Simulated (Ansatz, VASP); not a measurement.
## MoS2: VASP beside Ansatz

File INCAR:

```
SYSTEM = MoS2
ALGO     = Normal         ! electronic algorithm
EDIFF    = 1E-6           ! SCF threshold, eV
ENCUT    = 520            ! plane-wave cutoff, eV
GGA      = PE             ! functional
ISIF     = 2              ! what is computed and relaxed
ISMEAR   = 0              ! smearing method
LASPH    = .TRUE.         ! aspherical terms in the spheres
LCHARG   = .FALSE.        ! write CHGCAR
LREAL    = .FALSE.        ! projectors in reciprocal space
LWAVE    = .FALSE.        ! write WAVECAR
NBANDS   = 35             ! bands
NELM     = 80             ! most SCF steps
PREC     = Accurate       ! precision mode
SIGMA    = 0.05           ! smearing width, eV
```

The input KPOINTS:

```
k-points
0
G
  12 12 2
  0 0 0
```

POSCAR

```
MoS2
1.0
    3.1855822578      0.0000000000      0.0000000000
   -1.5927911289      2.5932674514      0.0000000000
    0.0000000000      0.0000000000     14.5104515858
Mo S
2 4
Direct
    0.3333333333      0.6666666667      0.2500000000
    0.6666666667      0.3333333333      0.7500000000
    0.3333333333      0.6666666667      0.6423151295
    0.6666666667      0.3333333333      0.1423151295
    0.3333333333      0.6666666667      0.8576848705
    0.6666666667      0.3333333333      0.3576848705
```

Input for Ansatz:

```yaml
crystal:
  lattice:
    - [3.1855822578, 0.0, 0.0]
    - [-1.5927911289, 2.5932674514, 0.0]
    - [0.0, 0.0, 14.5104515858]
  atoms:
    - { symbol: Mo, position: [0.3333333333, 0.6666666667, 0.25] }
    - { symbol: Mo, position: [0.6666666667, 0.3333333333, 0.75] }
    - { symbol: S, position: [0.3333333333, 0.6666666667, 0.6423151295] }
    - { symbol: S, position: [0.6666666667, 0.3333333333, 0.1423151295] }
    - { symbol: S, position: [0.3333333333, 0.6666666667, 0.8576848705] }
    - { symbol: S, position: [0.6666666667, 0.3333333333, 0.3576848705] }
basis:
  ecutwfc: 420
kpoints:
  mp_grid: { grid: [12, 12, 2] }
hamiltonian:
  xc: pbe
scf:
  occupations: { method: gaussian, width: 0.05 }
output:
  forces: true
  stress: true
  eigenvalues: true
  write_density: true
  write_potential: true
  elf: true
  volumetric_format: npy
```

Change from the starting cell: strain -0.0600 x Voigt [0, 1, 0, 0, 0, 0], atoms carried along.

Alike in both runs: task single point; functional PBE; k mesh 12 × 12 × 2; occupations gaussian, width 0.05 eV; no spin polarisation.

```csv
,VASP,Ansatz
version,VASP 6.6.1,Ansatz 0.2.0
potentials or method,"VASP PAW PBE potentials, release 64 (Mo_sv, S), cutoff 520 eV","scalar-relativistic, plane waves, PAW"
valence electrons in the cell,52,52
```

```csv
,VASP,Ansatz,Ansatz less VASP
gap on the k mesh at the Fermi level (eV),1.72,1.72,+0.001
least direct gap on the mesh (eV),1.96,1.96,-0.005
pressure (GPa),8.5,8.7,+0.14
"traceless stress, the component that is largest in VASP (GPa)",7.02,7.00,-0.026
rms of the force components (eV/Å),0.381,0.388,+0.0074
```

Atom by atom the forces differ by 0.008 eV/Å (rms over components).
